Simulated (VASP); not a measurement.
**Zn3H: single point with PBE**

Zn3H:

```
CELL_PARAMETERS angstrom
0.00000 2.99658 2.99658
2.99658 0.00000 2.99658
2.99658 2.99658 0.00000
ATOMIC_POSITIONS crystal
Zn 0.50000 0.50000 0.50000
Zn 0.25000 0.25000 0.25000
Zn 0.75000 0.75000 0.75000
H 0.00000 0.00000 0.00000
```

| Quantity | Value |
| --- | --- |
| Program | VASP 6.6.1 |
| Task | single point |
| Functional | PBE |
| Potentials or basis | VASP PAW PBE potentials, release 64 (Zn, H) |
| Cutoff | 520 eV |
| k mesh | 6 × 6 × 6 |
| Occupations | fermi-dirac, width 0.05 eV |
| Spin | no spin polarisation |

| Item | Value |
| --- | --- |
| Pressure | 0.3 GPa |

Levels at points of the mesh, in eV from the Fermi level:
| k point | band 16 | band 17 | band 18 | band 19 | band 20 | band 21 |
| --- | --- | --- | --- | --- | --- | --- |
| (0.00, 0.00, 0.00) | -6.81 | 0.33 | 3.34 | 3.34 | 3.34 | 3.76 |
| (0.50, 0.00, 0.00) | -6.21 | -5.70 | 0.46 | 1.85 | 1.85 | 2.91 |
| (0.50, 0.50, 0.00) | -5.35 | -4.72 | -1.16 | -1.16 | -0.99 | -0.01 |

Wall time 24 s on 1 thread of Oxide Virtual Turin-like Processor (shared host), peak memory 0.14 GiB.
